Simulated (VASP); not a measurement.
# SiC in VASP: further runs

SiC is run at these levels: r2SCAN; tasks: single point.

Everything below comes from runs of VASP 6.6.1. Logs are shortened: lines on timing, memory, paths and dates and some standing lists are left out, and cuts for length are marked.

## (1) The cell of the first run

It takes space group I-4m2 (No. 119, tetragonal). The conventional cell has a = 3.197 Å, b = 3.197 Å, c = 4.696 Å, α = 90.00°, β = 90.00°, γ = 90.00°. Si (site symmetry -4m2) has 4 C at 1.98 Å within 2.6 Å. Within 2.6 Å of C (site symmetry -4m2) lie 4 Si at 1.98 Å.

## (2) Single point, r2SCAN (strain +0.040 along x and y, +0.080 along z)

File POSCAR:

```
SiC
1.0
    0.0000000000      2.2609600000      2.3479200000
    2.2609600000      0.0000000000      2.3479200000
    2.2609600000      2.2609600000      0.0000000000
Si C
1 1
Direct
    0.0000000000      0.0000000000      0.0000000000
    0.7500000000      0.7500000000      0.7500000000
```

File INCAR.step1:

```
SYSTEM = SiC
PREC     = Accurate       ! precision mode
ENCUT    = 520            ! plane-wave cutoff, eV
ISMEAR   = 0              ! smearing method
SIGMA    = 0.05           ! smearing width, eV
LREAL    = .FALSE.        ! projectors in reciprocal space
LASPH    = .TRUE.         ! aspherical terms in the spheres
NELM     = 60             ! most SCF steps
NBANDS   = 11             ! bands
GGA      = PE             ! functional
ALGO     = Normal         ! electronic algorithm
EDIFF    = 1E-4           ! SCF threshold, eV
LWAVE    = .TRUE.         ! write WAVECAR
LCHARG   = .FALSE.        ! write CHGCAR
```

File INCAR.step2:

```
SYSTEM = SiC
PREC     = Accurate       ! precision mode
ENCUT    = 520            ! plane-wave cutoff, eV
EDIFF    = 1E-6           ! SCF threshold, eV
ISMEAR   = 0              ! smearing method
SIGMA    = 0.05           ! smearing width, eV
LREAL    = .FALSE.        ! projectors in reciprocal space
LASPH    = .TRUE.         ! aspherical terms in the spheres
NELM     = 60             ! most SCF steps
ALGO     = Normal         ! electronic algorithm
ISIF     = 2              ! what is computed and relaxed
LWAVE    = .FALSE.        ! write WAVECAR
LCHARG   = .FALSE.        ! write CHGCAR
METAGGA  = R2SCAN         ! meta-GGA
LMIXTAU  = .TRUE.       
NBANDS   = 11             ! bands
ISTART   = 1
```

File KPOINTS:

```
regular mesh
0
G
  12 12 12
  0 0 0
```

Potentials or basis: VASP PAW PBE potentials, release 64 (Si, C).

Launch:

```console
$ cat potpaw_PBE.64/Si/POTCAR potpaw_PBE.64/C/POTCAR > POTCAR
$ cp INCAR.step1 INCAR
$ mpirun -np 1 vasp_std > vasp.out
$ cp INCAR.step2 INCAR
$ mpirun -np 1 vasp_std > vasp.out
```

OUTCAR:

```text
SYSTEM = SiC
   PREC = Accurate
   ENCUT = 520
   EDIFF = 1E-6
   ISMEAR = 0
   LREAL = .FALSE.
   LASPH = .TRUE.
   NELM = 60
   ISIF = 2
   METAGGA = R2SCAN
   ISTART = 1

 ion  position               nearest neighbor table
   1  0.000  0.000  0.000-   2 1.98   2 1.98   2 1.98   2 1.98
   2  0.750  0.750  0.750-   1 1.98   1 1.98   1 1.98   1 1.98

  LATTYP: Found a body centered tetragonal cell.
 ALAT       =     3.1974802960
 C/A-ratio  =     1.4686063917

  Lattice vectors:

 A1 = (  -2.2609600000,   0.0000000000,   2.3479200000)
 A2 = (   2.2609600000,   0.0000000000,   2.3479200000)
 A3 = (   0.0000000000,   2.2609600000,  -2.3479200000)

Analysis of symmetry for initial positions (statically):
=====================================================================
 Subroutine PRICEL returns:
 Original cell was already a primitive cell.

 Routine SETGRP: Setting up the symmetry group for a
 body centered tetragonal supercell.

 Subroutine GETGRP returns: Found  8 space group operations
 (whereof  8 operations were pure point group operations)
 out of a pool of 16 trial point group operations.

The static configuration has the point symmetry D_2d.

Analysis of symmetry for dynamics (positions and initial velocities):
=====================================================================
 Subroutine PRICEL returns:
 Original cell was already a primitive cell.

 Routine SETGRP: Setting up the symmetry group for a
 body centered tetragonal supercell.

 Subroutine GETGRP returns: Found  8 space group operations
 (whereof  8 operations were pure point group operations)
 out of a pool of 16 trial point group operations.

The dynamic configuration has the point symmetry D_2d.

 Subroutine INISYM returns: Found  8 space group operations
 (whereof  8 operations are pure point group operations),
 and found     1 'primitive' translations

----------------------------------------------------------------------------------------

                                     Primitive cell

  volume of cell :      24.0049

  direct lattice vectors                    reciprocal lattice vectors
     0.000000000  2.260960000  2.347920000    -0.221145000  0.221145000  0.212954445
     2.260960000  0.000000000  2.347920000     0.221145000 -0.221145000  0.212954445
     2.260960000  2.260960000  0.000000000     0.221145000  0.221145000 -0.212954445

  length of vectors
     3.259550344  3.259550344  3.197480296     0.378364663  0.378364663  0.378364663

  position of ions in fractional coordinates (direct lattice)
     0.000000000  0.000000000  0.000000000
     0.750000000  0.750000000  0.750000000

  ion indices of the primitive-cell ions
   primitive index   ion index
                 1           1
                 2           2

----------------------------------------------------------------------------------------

 KPOINTS: regular mesh

Automatic generation of k-mesh.
 Grid dimensions read from file:
 generate k-points for:   12   12   12

 Generating k-lattice:

  Cartesian coordinates                     Fractional coordinates (reciprocal lattice)
    -0.018428750  0.018428750  0.017746204     0.083333333  0.000000000  0.000000000
     0.018428750 -0.018428750  0.017746204     0.000000000  0.083333333  0.000000000
     0.018428750  0.018428750 -0.017746204     0.000000000  0.000000000  0.083333333

  Length of vectors
     0.031530389  0.031530389  0.031530389

  Shift w.r.t. Gamma in fractional coordinates (k-lattice)
     0.000000000  0.000000000  0.000000000

 Subroutine IBZKPT returns following result:
 ===========================================

 Found    163 irreducible k-points:

 Following reciprocal coordinates:
            Coordinates               Weight
  0.000000  0.000000  0.000000      1.000000
  0.083333 -0.000000  0.000000      8.000000
  0.166667 -0.000000  0.000000      8.000000
  0.250000  0.000000  0.000000      8.000000
  0.333333 -0.000000  0.000000      8.000000
  0.416667 -0.000000  0.000000      8.000000
[... 16 lines left out ...]
  0.500000  0.166667  0.000000      8.000000
 -0.416667  0.166667  0.000000      8.000000
 [... further k-points ...]
   k-points           NKPTS =    163   k-points in BZ     NKDIM =    163   number of bands    NBANDS=     11
   number of dos      NEDOS =    301   number of ions     NIONS =      2
   total plane-waves  NPLWV =  13824
   dimension x,y,z NGX =    24 NGY =   24 NGZ =   24
   dimension x,y,z NGXF=    48 NGYF=   48 NGZF=   48
   ions per type =               1   1
   NGX,Y,Z   is equivalent  to a cutoff of  12.24, 12.24, 12.48 a.u.
   NGXF,Y,Z  is equivalent  to a cutoff of  24.48, 24.48, 24.96 a.u.
 SYSTEM =  SiC
   PREC   = accura    normal or accurate (medium, high low for compatibility)
   ISTART =      1    job   : 0-new  1-cont  2-samecut
   ICHARG =      0    charge: 1-file 2-atom 10-const
   ISPIN  =      1    spin polarized calculation?
   LNONCOLLINEAR =      F non collinear calculations
   LSORBIT =      F    spin-orbit coupling
   LASPH  =      T    aspherical Exc in radial PAW
   ENCUT  =  520.0 eV  38.22 Ry    6.18 a.u.   6.06  6.06  5.95*2*pi/ulx,y,z
   NELM   =     60;   NELMIN=  2; NELMDL=  0     # of ELM steps
   EDIFF  = 0.1E-05   stopping-criterion for ELM
   LREAL  =      F    real-space projection
   EDIFFG = 0.1E-04   stopping-criterion for IOM
   NSW    =      0    number of steps for IOM
   IBRION =     -1    ionic relax: 0-MD 1-quasi-New 2-CG
   NFREE  =      0    steps in history (QN), initial steepest desc. (CG)
   ISIF   =      2    stress and relaxation
   ISYM   =      2    0-nonsym 1-usesym 2-fastsym
   POTIM  = 0.5000    time-step for ionic-motion
   TEBEG  =    0.0;   TEEND  =   0.0 temperature during run
   PSTRESS=    0.0 pullay stress
   NELECT =       8.0000    total number of electrons
   NUPDOWN=      -1.0000    fix difference up-down
   EMIN   =  10.00;   EMAX   =-10.00  energy-range for DOS
   EFERMI =   0.00;   METHOD = LEGACY
   ISMEAR =     0;   SIGMA  =   0.05  broadening in eV -4-tet -1-fermi 0-gaus
   EFERMI_NEDOS =   21; number of points for ismear=-14 and -15
   IALGO  =     38    algorithm
   IMIX   =      4    mixing-type and parameters
     AMIX     =   0.40;   BMIX     =  1.00
     AMIX_MAG =   1.60;   BMIX_MAG =  1.00
  volume/ion in A,a.u.               =      12.00        81.00
  Fermi-wavevector in a.u.,A,eV,Ry     =   1.135024  2.144885 17.528114  1.288280
  Thomas-Fermi vector in A             =   2.271729
   LORBIT       =      0    0 simple, 1 ext, 2 COOP (PROOUT), +10 PAW based schemes
   METAGGA = R2SCAN    functional components
   LHFCALC =     F    Hartree Fock is set to
   AEXX    =    0.0000 exact exchange contribution
   IVDW    =     0    specifies the selected vdW correction
   LEPSILON=     F    determine dielectric tensor
   LRPA    =     F    only Hartree local field effects (RPA)
 non-spin polarized calculation
 Gauss-broadening in eV      SIGMA  =   0.05
  energy-cutoff  :      520.00
  volume of cell :       24.00
 maximum number of plane-waves:       660
   NGX = 13   NGY = 13   NGZ = 11

 number of electron       7.9999999 magnetization

 Free energy of the ion-electron system (eV)
  ---------------------------------------------------
  ext. energy  EPLUGINS =         0.00000000
  ---------------------------------------------------
  free energy    TOTEN  =       -19.00776409 eV

  energy without entropy =      -19.00776409  energy(sigma->0) =      -19.00776409

 E-fermi :   6.8026     XC(G=0): -11.2822

 val. band max:        6.5027936194   @ k =   0.0000   0.0000   0.0000
 cond. band min:       8.1127108425   @ k =   0.5000   0.0000   0.5000
 fundamental gap:      1.6099172231
 Fermi energy:         6.8026404874

 k-point     1 :       0.0000    0.0000    0.0000
  band No.  band energies     occupation
      1      -8.6370      2.00000
      2       6.2321      2.00000
      3       6.5028      2.00000
      4       6.5028      2.00000
      5      11.3888      0.00000
      6      13.1895      0.00000
      7      13.1895      0.00000
      8      13.3148      0.00000
      9      20.1678      0.00000
     10      21.2873      0.00000
     11      21.8666      0.00000

 k-point     2 :       0.0833   -0.0000    0.0000
  band No.  band energies     occupation
      1      -8.5122      2.00000
      2       5.6319      2.00000
      3       6.2371      2.00000
      4       6.4174      2.00000
      5      11.7473      0.00000
      6      13.2495      0.00000
      7      13.3669      0.00000
      8      13.5181      0.00000
      9      19.6051      0.00000
     10      20.5664      0.00000
     11      22.2288      0.00000

 k-point     3 :       0.1667   -0.0000    0.0000
  band No.  band energies     occupation
      1      -8.1424      2.00000
      2       4.0196      2.00000
      3       5.9533      2.00000
      4       6.2065      2.00000
      5      11.8465      0.00000
      6      13.6812      0.00000
      7      13.7640      0.00000
      8      14.1671      0.00000
      9      19.0505      0.00000
     10      19.7088      0.00000
     11      21.9592      0.00000

 k-point     4 :       0.2500    0.0000    0.0000
  band No.  band energies     occupation
      1      -7.5457      2.00000
      2       2.1820      2.00000
      3       5.6374      2.00000
      4       5.9593      2.00000
      5      11.5340      0.00000
      6      13.8399      0.00000
      7      14.0445      0.00000
      8      15.2309      0.00000
      9      19.3198      0.00000
     10      19.5888      0.00000
     11      21.3720      0.00000
[... 239 lines left out ...]
 k-point    22 :       0.4167    0.1667    0.0000
  band No.  band energies     occupation
      1      -6.1478      2.00000
      2       0.1521      2.00000
      3       3.9169      2.00000
      4       4.8547      2.00000
      5      11.3597      0.00000
      6      13.6264      0.00000
      7      15.5683      0.00000
      8      15.6389      0.00000
      9      19.4307      0.00000
     10      23.2081      0.00000
     11      23.6632      0.00000

 k-point    23 :       0.5000    0.1667    0.0000
  band No.  band energies     occupation
      1      -5.4078      2.00000
      2      -0.9980      2.00000
      3       3.4496      2.00000
      4       4.9367      2.00000
      5      11.4695      0.00000
      6      13.4783      0.00000
      7      15.2289      0.00000
      8      16.7127      0.00000
      9      20.1213      0.00000
     10      23.1639      0.00000
     11      23.8602      0.00000

 k-point    24 :      -0.4167    0.1667    0.0000
  band No.  band energies     occupation
      1      -5.2232      2.00000
      2      -1.2416      2.00000
      3       3.1638      2.00000
      4       5.1611      2.00000
      5      11.7618      0.00000
      6      13.4155      0.00000
      7      14.9230      0.00000
      8      16.9933      0.00000
      9      20.9590      0.00000
     10      21.3934      0.00000
     11      23.7899      0.00000

 [... further k-points ...]
[... 5 lines left out ...]
  --------------------------------------------------------------------------------------
  -------------------------------------------------------------------------------------
  Total       -3.2810670     -3.2810670     -4.8608340      0.0000000      0.0000000      0.0000000
  in kB     -218.9911825   -218.9911825   -324.4309818      0.0000000      0.0000000      0.0000000
  external PRESSURE =    -254.1377823 kB  Pullay stress =       0.0000000 kB

 VOLUME and BASIS-vectors are now :
 -----------------------------------------------------------------------------
  energy-cutoff  :      520.00
  volume of cell :       24.00
      direct lattice vectors                 reciprocal lattice vectors
     0.000000000  2.260960000  2.347920000    -0.221145000  0.221145000  0.212954445
     2.260960000  0.000000000  2.347920000     0.221145000 -0.221145000  0.212954445
     2.260960000  2.260960000  0.000000000     0.221145000  0.221145000 -0.212954445

 POSITION                                       TOTAL-FORCE (eV/Angst)
 -----------------------------------------------------------------------------------
      0.00000      0.00000      0.00000        -0.000000     -0.000000      0.000000
      3.39144      3.39144      3.52188         0.000000      0.000000     -0.000000
 -----------------------------------------------------------------------------------
    total drift:                               -0.000001     -0.000001     -0.000001

  FREE ENERGIE OF THE ION-ELECTRON SYSTEM (eV)
  ---------------------------------------------------
  free  energy   TOTEN  =       -19.0077640903 eV

  energy  without entropy=      -19.0077640903  energy(sigma->0) =      -19.00776409
```

Wall time 65 s (1 thread of Intel Xeon Platinum 8488C (Sapphire Rapids), shared host); peak memory 0.16 GiB.

Results:

* Free energy: -19.0078 eV
* Pressure: -25.4 GPa
* Band gap on the k mesh: 1.61 eV, indirect (least direct gap 4.82 eV)

Stress tensor (GPa, compression positive):
```
-21.90   0.00   0.00
  0.00 -21.90   0.00
  0.00   0.00 -32.44
```

Caveat: the cell differs from its parent crystal (strain +0.040 along x and y, +0.080 along z); the PAW data sets were made with another functional, which shifts forces and pressure a little. A k mesh can miss the band edges.

[end of part 1 of 2]
